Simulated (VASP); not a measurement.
# Br (Cmce) in VASP: further runs

The runs below take Br through single point, with PBE.

Program: VASP 6.6.1. These are calculated values, not measurements. Logs are shortened: lines on timing, memory, paths and dates and some standing lists are left out, and cuts for length are marked.

**1. The cell of the first run**

The structure is orthorhombic, space group Cmce (No. 64). The conventional cell has a = 6.726 Å, b = 4.645 Å, c = 8.702 Å, α = 90.00°, β = 90.00°, γ = 90.00°. Br (site symmetry m) has 1 Br at 2.29 Å within 3.0 Å.

**2. Single point, PBE**

INCAR reads:

```
  ALGO = Normal
  EDIFF = 1E-6
  ENCUT = 520
  GGA = PE
  ISIF = 2
  ISMEAR = 0
  LASPH = T
  LCHARG = F
  LREAL = F
  LWAVE = F
  NBANDS = 22
  NELM = 100
  PREC = Accurate
  SIGMA = 0.018000000000000002
```

KPOINTS reads:

```
k-points
0
Gamma
  7 7 3
```

POSCAR reads:

```
Br
1.0
    3.3632500000     -2.3225500000      0.0000000000
    3.3632500000      2.3225500000      0.0000000000
    0.0000000000      0.0000000000      8.7023000000
Br
4
Direct
    0.3651000000      0.6349000000      0.3901000000
    0.1349000000      0.8651000000      0.8901000000
    0.6349000000      0.3651000000      0.6099000000
    0.8651000000      0.1349000000      0.1099000000
```

Potentials or basis: VASP PAW PBE potentials, release 64 (Br).

Run with:

```console
> cat potpaw_PBE.64/Br/POTCAR > POTCAR
> mpirun -np 1 vasp_std > vasp.out
```

OUTCAR:

```text
EDIFF = 1E-6
   ENCUT = 520
   GGA = PE
   ISIF = 2
   ISMEAR = 0
   LASPH = T
   LREAL = F
   NELM = 100
   PREC = Accurate

 ion  position               nearest neighbor table
   1  0.365  0.635  0.390-   3 2.29
   2  0.135  0.865  0.890-   4 2.29
   3  0.635  0.365  0.610-   1 2.29
   4  0.865  0.135  0.110-   2 2.29

  LATTYP: Found a base centered orthorhombic cell.
 ALAT       =     4.6451000000
 B/A-ratio  =     1.4480850789
 C/A-ratio  =     1.8734365245

  Lattice vectors:

 A1 = (  -3.3632500000,  -2.3225500000,   0.0000000000)
 A2 = (   3.3632500000,  -2.3225500000,   0.0000000000)
 A3 = (   0.0000000000,   0.0000000000,   8.7023000000)

Analysis of symmetry for initial positions (statically):
=====================================================================
 Subroutine PRICEL returns:
 Original cell was already a primitive cell.

 Routine SETGRP: Setting up the symmetry group for a
 base centered orthorhombic supercell.

 Subroutine GETGRP returns: Found  8 space group operations
 (whereof  4 operations were pure point group operations)
 out of a pool of  8 trial point group operations.

The static configuration has the point symmetry C_2h.
 The point group associated with its full space group is D_2h.

Analysis of symmetry for dynamics (positions and initial velocities):
=====================================================================
 Subroutine PRICEL returns:
 Original cell was already a primitive cell.

 Routine SETGRP: Setting up the symmetry group for a
 base centered orthorhombic supercell.

 Subroutine GETGRP returns: Found  8 space group operations
 (whereof  4 operations were pure point group operations)
 out of a pool of  8 trial point group operations.

The dynamic configuration has the point symmetry C_2h.
 The point group associated with its full space group is D_2h.

 Subroutine INISYM returns: Found  8 space group operations
 (whereof  4 operations are pure point group operations),
 and found     1 'primitive' translations

----------------------------------------------------------------------------------------

                                     Primitive cell

  volume of cell :     135.9528

  direct lattice vectors                    reciprocal lattice vectors
     3.363250000 -2.322550000  0.000000000     0.148665725 -0.215280618  0.000000000
     3.363250000  2.322550000  0.000000000     0.148665725  0.215280618  0.000000000
     0.000000000  0.000000000  8.702300000     0.000000000  0.000000000  0.114912150

  length of vectors
     4.087259359  4.087259359  8.702300000     0.261624239  0.261624239  0.114912150

  position of ions in fractional coordinates (direct lattice)
     0.365100000  0.634900000  0.390100000
     0.134900000  0.865100000  0.890100000
     0.634900000  0.365100000  0.609900000
     0.865100000  0.134900000  0.109900000

  ion indices of the primitive-cell ions
   primitive index   ion index
                 1           1
                 2           2
                 3           3
                 4           4

----------------------------------------------------------------------------------------

 KPOINTS: k-points

Automatic generation of k-mesh.
 Grid dimensions read from file:
 generate k-points for:    7    7    3

 Generating k-lattice:

  Cartesian coordinates                     Fractional coordinates (reciprocal lattice)
     0.021237961 -0.030754374  0.000000000     0.142857143  0.000000000  0.000000000
     0.021237961  0.030754374  0.000000000     0.000000000  0.142857143  0.000000000
     0.000000000  0.000000000  0.038304050     0.000000000  0.000000000  0.333333333

  Length of vectors
     0.037374891  0.037374891  0.038304050

  Shift w.r.t. Gamma in fractional coordinates (k-lattice)
     0.000000000  0.000000000  0.000000000

 Subroutine IBZKPT returns following result:
 ===========================================

 Found     32 irreducible k-points:

 Following reciprocal coordinates:
            Coordinates               Weight
  0.000000  0.000000  0.000000      1.000000
  0.142857 -0.000000  0.000000      4.000000
  0.285714  0.000000  0.000000      4.000000
  0.428571  0.000000  0.000000      4.000000
  0.142857  0.142857  0.000000      2.000000
  0.285714  0.142857  0.000000      4.000000
[... 16 lines left out ...]
  0.428571  0.142857  0.333333      8.000000
 -0.428571  0.142857  0.333333      8.000000
 [... further k-points ...]
   k-points           NKPTS =     32   k-points in BZ     NKDIM =     32   number of bands    NBANDS=     22
   number of dos      NEDOS =    301   number of ions     NIONS =      4
   total plane-waves  NPLWV =  63000
   dimension x,y,z NGX =    30 NGY =   30 NGZ =   70
   dimension x,y,z NGXF=    60 NGYF=   60 NGZF=  140
   ions per type =               4
   NGX,Y,Z   is equivalent  to a cutoff of  12.20, 12.20, 13.37 a.u.
   NGXF,Y,Z  is equivalent  to a cutoff of  24.40, 24.40, 26.75 a.u.
 SYSTEM =  unknown system
   PREC   = accura    normal or accurate (medium, high low for compatibility)
   ISTART =      0    job   : 0-new  1-cont  2-samecut
   ICHARG =      2    charge: 1-file 2-atom 10-const
   ISPIN  =      1    spin polarized calculation?
   LNONCOLLINEAR =      F non collinear calculations
   LSORBIT =      F    spin-orbit coupling
   LASPH  =      T    aspherical Exc in radial PAW
   ENCUT  =  520.0 eV  38.22 Ry    6.18 a.u.   7.60  7.60 16.18*2*pi/ulx,y,z
   NELM   =    100;   NELMIN=  2; NELMDL= -5     # of ELM steps
   EDIFF  = 0.1E-05   stopping-criterion for ELM
   LREAL  =      F    real-space projection
   EDIFFG = 0.1E-04   stopping-criterion for IOM
   NSW    =      0    number of steps for IOM
   IBRION =     -1    ionic relax: 0-MD 1-quasi-New 2-CG
   NFREE  =      0    steps in history (QN), initial steepest desc. (CG)
   ISIF   =      2    stress and relaxation
   ISYM   =      2    0-nonsym 1-usesym 2-fastsym
   POTIM  = 0.5000    time-step for ionic-motion
   TEBEG  =    0.0;   TEEND  =   0.0 temperature during run
   PSTRESS=    0.0 pullay stress
   NELECT =      28.0000    total number of electrons
   NUPDOWN=      -1.0000    fix difference up-down
   EMIN   =  10.00;   EMAX   =-10.00  energy-range for DOS
   EFERMI =   0.00;   METHOD = LEGACY
   ISMEAR =     0;   SIGMA  =   0.02  broadening in eV -4-tet -1-fermi 0-gaus
   EFERMI_NEDOS =   21; number of points for ismear=-14 and -15
   IALGO  =     38    algorithm
   IMIX   =      4    mixing-type and parameters
     AMIX     =   0.40;   BMIX     =  1.00
     AMIX_MAG =   1.60;   BMIX_MAG =  1.00
  volume/ion in A,a.u.               =      33.99       229.36
  Fermi-wavevector in a.u.,A,eV,Ry     =   0.966788  1.826965 12.717090  0.934680
  Thomas-Fermi vector in A             =   2.096619
   LORBIT       =      0    0 simple, 1 ext, 2 COOP (PROOUT), +10 PAW based schemes
   GGA     = PE    functional components
   LHFCALC =     F    Hartree Fock is set to
   AEXX    =    0.0000 exact exchange contribution
   IVDW    =     0    specifies the selected vdW correction
   LEPSILON=     F    determine dielectric tensor
   LRPA    =     F    only Hartree local field effects (RPA)
 non-spin polarized calculation
 Gauss-broadening in eV      SIGMA  =   0.02
  energy-cutoff  :      520.00
  volume of cell :      135.95
 maximum number of plane-waves:      3697
   NGX = 15   NGY = 15   NGZ = 33

 number of electron      27.9999999 magnetization

 Free energy of the ion-electron system (eV)
  ---------------------------------------------------
  ext. energy  EPLUGINS =         0.00000000
  ---------------------------------------------------
  free energy    TOTEN  =        -6.37235156 eV

  energy without entropy =       -6.37235156  energy(sigma->0) =       -6.37235156

 E-fermi :  -0.2445     XC(G=0):  -7.8583

 val. band max:       -0.3594527865   @ k =  -0.4286   0.4286   0.0000
 cond. band min:       1.5447527299   @ k =   0.0000   0.0000   0.0000
 fundamental gap:      1.9042055164
 Fermi energy:        -0.2445206038

 k-point     1 :       0.0000    0.0000    0.0000
  band No.  band energies     occupation
      1     -16.2661      2.00000
      2     -15.9521      2.00000
      3     -13.4408      2.00000
      4     -12.7735      2.00000
      5      -5.2588      2.00000
      6      -4.2631      2.00000
[... 14 lines left out ...]
     21       8.7058      0.00000
     22       8.9623      0.00000

 k-point     2 :       0.1429   -0.0000    0.0000
  band No.  band energies     occupation
      1     -16.2246      2.00000
      2     -15.9386      2.00000
      3     -13.4088      2.00000
      4     -12.8104      2.00000
      5      -5.2595      2.00000
      6      -4.3528      2.00000
[... 14 lines left out ...]
     21       8.5911      0.00000
     22       9.0022      0.00000

 k-point     3 :       0.2857    0.0000    0.0000
  band No.  band energies     occupation
      1     -16.1196      2.00000
      2     -15.9168      2.00000
      3     -13.3211      2.00000
      4     -12.9120      2.00000
      5      -5.2565      2.00000
      6      -4.6227      2.00000
[... 14 lines left out ...]
     21       8.8181      0.00000
     22       9.4906      0.00000
[... 476 lines left out ...]
 k-point    23 :       0.4286    0.1429    0.3333
  band No.  band energies     occupation
      1     -16.0116      2.00000
      2     -15.9277      2.00000
      3     -13.1770      2.00000
      4     -13.0124      2.00000
      5      -5.0547      2.00000
      6      -4.7942      2.00000
[... 14 lines left out ...]
     21       8.6312      0.00000
     22       9.1392      0.00000

 k-point    24 :      -0.4286    0.1429    0.3333
  band No.  band energies     occupation
      1     -15.9561      2.00000
      2     -15.9381      2.00000
      3     -13.1333      2.00000
      4     -13.1007      2.00000
      5      -4.9839      2.00000
      6      -4.9384      2.00000
[... 14 lines left out ...]
     21       9.3184      0.00000
     22       9.5126      0.00000

 [... further k-points ...]

------------------------ aborting loop because EDIFF is reached ----------------------------------------

  FORCE on cell =-STRESS in cart. coord.  units (eV):
  Direction    XX          YY          ZZ          XY          YZ          ZX
  --------------------------------------------------------------------------------------
  -------------------------------------------------------------------------------------
  Total        1.0303005      1.0965687      2.5857273      0.0000000     -0.0000000      0.0000000
  in kB       12.1418882     12.9228454     30.4722861      0.0000000     -0.0000000      0.0000000
  external PRESSURE =      18.5123399 kB  Pullay stress =       0.0000000 kB

 VOLUME and BASIS-vectors are now :
 -----------------------------------------------------------------------------
  energy-cutoff  :      520.00
  volume of cell :      135.95
      direct lattice vectors                 reciprocal lattice vectors
     3.363250000 -2.322550000  0.000000000     0.148665725 -0.215280618  0.000000000
     3.363250000  2.322550000  0.000000000     0.148665725  0.215280618  0.000000000
     0.000000000  0.000000000  8.702300000     0.000000000  0.000000000  0.114912150

 POSITION                                       TOTAL-FORCE (eV/Angst)
 -----------------------------------------------------------------------------------
      3.36325      0.62662      3.39477         0.000000      0.423535     -0.773725
      3.36325      1.69593      7.74592         0.000000     -0.423535     -0.773725
      3.36325     -0.62662      5.30753         0.000000     -0.423535      0.773725
      3.36325     -1.69593      0.95638         0.000000      0.423535      0.773725
 -----------------------------------------------------------------------------------
    total drift:                               -0.000000      0.000000      0.000000

  FREE ENERGIE OF THE ION-ELECTRON SYSTEM (eV)
  ---------------------------------------------------
  free  energy   TOTEN  =        -6.3723515638 eV

  energy  without entropy=       -6.3723515638  energy(sigma->0) =       -6.37235156
```

Wall time 37 s (1 thread of Intel Xeon 6975P-C (Granite Rapids), shared host); peak memory 0.26 GiB.

What came out:

```
Free energy            : -6.3724 eV
Pressure               : 1.9 GPa
Largest force          : 0.882 eV/Å
Band gap on the k mesh : 1.90 eV (least direct gap 1.92 eV)
```

Forces in eV/Å, atoms in the order of the input:
```
Br   0.000  0.424 -0.774
Br   0.000 -0.424 -0.774
Br   0.000 -0.424  0.774
Br   0.000  0.424  0.774
```

Stress tensor (GPa, compression positive):
```
1.21 0.00 0.00
0.00 1.29 0.00
0.00 0.00 3.05
```

Caveat: this functional lacks dispersion, which holds the molecules together, so the pressure and a relaxed volume are unreliable; an odd mesh through Γ misses points on the zone boundary, where band edges can lie.

**3. Single point, PBE**

INCAR reads:

```
PREC = Accurate
ENCUT = 520
EDIFF = 1E-7
ISMEAR = 0
SIGMA = 0.02
LREAL = F
LASPH = T
NELM = 100
ALGO = Normal
ISIF = 2
LWAVE = F
LCHARG = F
GGA = PE
NBANDS = 22
```

KPOINTS reads:

```
regular mesh
0
Gamma
  7 7 3
```

POSCAR is that of step 2.

Potentials or basis: VASP PAW PBE potentials, release 64 (Br).

Run with:

```console
> cat potpaw_PBE.64/Br/POTCAR > POTCAR
> mpirun -np 1 vasp_std > vasp.out
```

It took 45 s on 1 thread of Intel Xeon 6975P-C (Granite Rapids), shared host; peak memory 0.26 GiB.

It converged, with:

```yaml
Free_energy: -6.3724 eV
Pressure: 1.9 GPa
Largest_force: 0.882 eV/Å
Band_gap_on_the_k_mesh: 1.90 eV (least direct gap 1.92 eV)
```

Forces on the atoms (eV/Å):
```
Br   0.000  0.424 -0.774
Br   0.000 -0.424 -0.774
Br   0.000 -0.424  0.774
Br   0.000  0.424  0.774
```

Stress tensor (GPa, compression positive):
```
1.22 0.00 0.00
0.00 1.29 0.00
0.00 0.00 3.05
```

Levels at points of the mesh, in eV from the valence-band top:
| k point | band 12 | band 13 | band 14 | band 15 | band 16 | band 17 |
| --- | --- | --- | --- | --- | --- | --- |
| (0.00, 0.00, 0.00) | -0.34 | -0.06 | -0.02 | 1.90 | 2.65 | 6.00 |

Caveat: this functional lacks dispersion, which holds the molecules together, so the pressure and a relaxed volume are unreliable; an odd mesh through Γ misses points on the zone boundary, where band edges can lie.

**4. Single point, PBE**

INCAR reads:

```
SYSTEM = Br
PREC     = Accurate       ! precision mode
ENCUT    = 520            ! plane-wave cutoff, eV
EDIFF    = 1E-7           ! SCF threshold, eV
ISMEAR   = 0              ! smearing method
SIGMA    = 0.020999999999999998 ! smearing width, eV
LREAL    = .False.        ! projectors in reciprocal space
LASPH    = .True.         ! aspherical terms in the spheres
NELM     = 100            ! most SCF steps
ALGO     = Normal         ! electronic algorithm
ISIF     = 2              ! what is computed and relaxed
LWAVE    = .False.        ! write WAVECAR
LCHARG   = .False.        ! write CHGCAR
GGA      = PE             ! functional
NBANDS   = 22             ! bands
```

KPOINTS reads:

```
regular mesh
0
Gamma
  7 7 3
  0 0 0
```

POSCAR is that of step 3.

Run with:

```console
> cat potpaw_PBE.64/Br/POTCAR > POTCAR
> mpirun -np 1 vasp_std > vasp.out
```

It took 47 s on 1 thread of Intel Xeon 6975P-C (Granite Rapids), shared host; peak memory 0.26 GiB.

It converged, with:

```yaml
Free_energy: -6.3724 eV
Pressure: 1.9 GPa
Largest_force: 0.882 eV/Å
Band_gap_on_the_k_mesh: 1.90 eV (least direct gap 1.92 eV)
```

Forces on the atoms (eV/Å):
```
Br   0.000  0.424 -0.774
Br   0.000 -0.424 -0.774
Br   0.000 -0.424  0.774
Br   0.000  0.424  0.774
```

Stress tensor (GPa, compression positive):
```
1.22 0.00 0.00
0.00 1.29 0.00
0.00 0.00 3.05
```

Levels at points of the mesh, in eV from the valence-band top:
```csv
k point,band 11,band 12,band 13,band 14,band 15,band 16,band 17,band 18
"(0.00, 0.00, 0.00)",-0.91,-0.34,-0.06,-0.02,1.90,2.65,6.00,6.69
```

Caveat: this functional lacks dispersion, which holds the molecules together, so the pressure and a relaxed volume are unreliable; an odd mesh through Γ misses points on the zone boundary, where band edges can lie. PBE gaps usually lie below the measured ones, often by a third to a half.

**5. Single point, PBE**

INCAR reads:

```
PREC     = Accurate       # precision mode
ENCUT    = 520            # plane-wave cutoff, eV
EDIFF    = 1E-6           # SCF threshold, eV
ISMEAR   = 0              # smearing method
SIGMA    = 0.022          # smearing width, eV
LREAL    = F              # projectors in reciprocal space
LASPH    = T              # aspherical terms in the spheres
NELM     = 60             # most SCF steps
ALGO     = Normal         # electronic algorithm
ISIF     = 2              # what is computed and relaxed
LWAVE    = F              # write WAVECAR
LCHARG   = F              # write CHGCAR
GGA      = PE             # functional
NBANDS   = 22             # bands
```

KPOINTS reads:

```
Automatic mesh
0
Gamma
  7 7 3
```

POSCAR is that of step 4.

Run with:

```console
> cat potpaw_PBE.64/Br/POTCAR > POTCAR
> mpirun -np 1 vasp_std > vasp.out
```

Run time: 36 s. Hardware: 1 thread of Intel Xeon 6975P-C (Granite Rapids), shared host; peak memory 0.26 GiB.

Results (log left out):

```yaml
Free_energy: -6.3724 eV
Pressure: 1.9 GPa
Largest_force: 0.882 eV/Å
Band_gap_on_the_k_mesh: 1.90 eV (least direct gap 1.92 eV)
```

Forces in eV/Å, atoms in the order of the input:
```
Br   0.000  0.424 -0.774
Br   0.000 -0.424 -0.774
Br   0.000 -0.424  0.774
Br   0.000  0.424  0.774
```

Stress tensor (GPa, compression positive):
```
1.21 0.00 0.00
0.00 1.29 0.00
0.00 0.00 3.05
```

Levels at points of the mesh, in eV from the valence-band top:
```tsv
k point	band 12	band 13	band 14	band 15	band 16	band 17
(0.00, 0.00, 0.00)	-0.34	-0.06	-0.02	1.90	2.65	6.00
```

Caveat: this functional lacks dispersion, which holds the molecules together, so the pressure and a relaxed volume are unreliable; an odd mesh through Γ misses points on the zone boundary, where band edges can lie.

**6. Single point, PBE**

INCAR reads:

```
PREC = Accurate
ENCUT = 520
EDIFF = 1E-7
ISMEAR = 0
SIGMA = 0.023
LREAL = F
LASPH = T
NELM = 60
ALGO = Normal
ISIF = 2
LWAVE = F
LCHARG = T
GGA = PE
LELF = T
LVHAR = T
NBANDS = 22
```

KPOINTS reads:

```
regular mesh
0
Gamma
  7 7 3
```

POSCAR is that of step 5.

Potentials or basis: VASP PAW PBE potentials, release 64 (Br).

Run with:

```console
> cat potpaw_PBE.64/Br/POTCAR > POTCAR
> mpirun -np 1 vasp_std > vasp.out
```

It took 45 s on 1 thread of Intel Xeon 6975P-C (Granite Rapids), shared host; peak memory 0.26 GiB.

Results (log left out):

- Free energy: -6.3724 eV
- Pressure: 1.9 GPa
- Largest force: 0.882 eV/Å
- Band gap on the k mesh: 1.90 eV (least direct gap 1.92 eV)

Forces on the atoms (eV/Å):
```
Br   0.000  0.424 -0.774
Br   0.000 -0.424 -0.774
Br   0.000 -0.424  0.774
Br   0.000  0.424  0.774
```

Stress tensor (GPa, compression positive):
```
1.22 0.00 0.00
0.00 1.29 0.00
0.00 0.00 3.05
```

Levels at points of the mesh, in eV from the valence-band top:
| k point | band 12 | band 13 | band 14 | band 15 | band 16 | band 17 |
| --- | --- | --- | --- | --- | --- | --- |
| (0.00, 0.00, 0.00) | -0.34 | -0.06 | -0.02 | 1.90 | 2.65 | 6.00 |

Caveat: this functional lacks dispersion, which holds the molecules together, so the pressure and a relaxed volume are unreliable; an odd mesh through Γ misses points on the zone boundary, where band edges can lie.

**7. Summary**

```csv
smearing,gap on the mesh (eV),pressure (GPa),largest force (eV/Å)
gaussian 0.018 eV,1.90,1.9,0.88
gaussian 0.02 eV,1.90,1.9,0.88
gaussian 0.021 eV,1.90,1.9,0.88
gaussian 0.022 eV,1.90,1.9,0.88
gaussian 0.023 eV,1.90,1.9,0.88
```

Alike in all rows: task single point; level PBE; potentials or basis VASP PAW PBE potentials, release 64 (Br); no spin polarisation; cell as given; k mesh 7 × 7 × 3; cutoff (eV) 520.

Caveats: this functional lacks dispersion, which holds the molecules together, so the pressure and a relaxed volume are unreliable; an odd mesh through Γ misses points on the zone boundary, where band edges can lie.

Absolute energies hang on the potentials; compare differences alone.
